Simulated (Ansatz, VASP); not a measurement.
## BaTe: VASP beside Ansatz

File POSCAR:

```
BaTe
1.0
    5.9721826746      0.0000000000      0.0000000000
   -2.9860913373      5.1720619122      0.0000000000
    0.0000000000      0.0000000000      7.0036858605
Ba Te
2 2
Direct
    0.3333333333      0.6666666667     -0.0625000000
    0.6666666667      0.3333333333      0.4375000000
    0.3333333333      0.6666666667      0.4375000000
    0.6666666667      0.3333333333      0.9375000000
```

INCAR.step1

```
SYSTEM = BaTe
  PREC = Accurate
  ENCUT = 520
  ISMEAR = 0
  SIGMA = 0.01
  LREAL = .False.
  LASPH = .True.
  NELM = 80
  NBANDS = 24
  GGA = PE
  ALGO = Normal
  EDIFF = 1E-4
  LWAVE = .True.
  LCHARG = .False.
```

File INCAR.step2:

```
SYSTEM = BaTe
  PREC = Accurate
  ENCUT = 520
  EDIFF = 1E-6
  ISMEAR = 0
  SIGMA = 0.01
  LREAL = .False.
  LASPH = .True.
  NELM = 80
  ALGO = Normal
  ISIF = 2
  LWAVE = .False.
  LCHARG = .False.
  METAGGA = R2SCAN
  LMIXTAU = .True.
  NBANDS = 24
  ISTART = 1
```

Contents of KPOINTS:

```
Automatic mesh
0
Gamma
  6 6 4
  0 0 0
```

Input for Ansatz:

```yaml
crystal:
  lattice:
    - [5.9721826746, 0.0, 0.0]
    - [-2.9860913373, 5.1720619122, 0.0]
    - [0.0, 0.0, 7.0036858605]
  atoms:
    - { symbol: Ba, position: [0.3333333333, 0.6666666667, -0.0625] }
    - { symbol: Ba, position: [0.6666666667, 0.3333333333, 0.4375] }
    - { symbol: Te, position: [0.3333333333, 0.6666666667, 0.4375] }
    - { symbol: Te, position: [0.6666666667, 0.3333333333, 0.9375] }
kpoints:
  mp_grid: { grid: [6, 6, 4] }
  band_path:
    path:
      - [0.0, 0.0, 0.0]
      - [0.5, 0.0, 0.0]
      - [0.3333333333, 0.3333333333, 0.0]
      - [0.0, 0.0, 0.5]
      - [0.5, 0.0, 0.5]
      - [0.3333333333, 0.3333333333, 0.5]
    npoints: 1
hamiltonian:
  xc: r2scan
scf:
  occupations: { method: fixed }
  n_extra_bands: 5
output:
  forces: true
  stress: true
  eigenvalues: true
```

Alike in both runs: task single point; functional r2SCAN; k mesh 6 × 6 × 4; no spin polarisation.

|  | VASP | Ansatz |
| --- | --- | --- |
| version | VASP 6.6.1 | Ansatz 0.2.0 |
| potentials or method | VASP PAW PBE potentials, release 64 (Ba_sv, Te) | plane waves, PAW |
| plane-wave cutoff (eV) | 520 | 500 |
| occupations | gaussian, width 0.01 eV | fixed |
| valence electrons in the cell | 32 | 52 |

Ansatz gave:

* gap on the k mesh at the Fermi level (eV): 2.31
* pressure (GPa): 0.0
* traceless stress, the component that is largest in VASP (GPa): 0.01

What did VASP give for the same quantities?

gap on the k mesh at the Fermi level (eV): 2.24; pressure (GPa): 0.2; traceless stress, the component that is largest in VASP (GPa): 0.07.

VASP's potentials were made for PBE, not for r2SCAN. VASP's potentials hold 32 valence electrons a cell and Ansatz's 52, so a difference there can come from the potentials and not from the codes.

Spin-orbit coupling is off throughout.
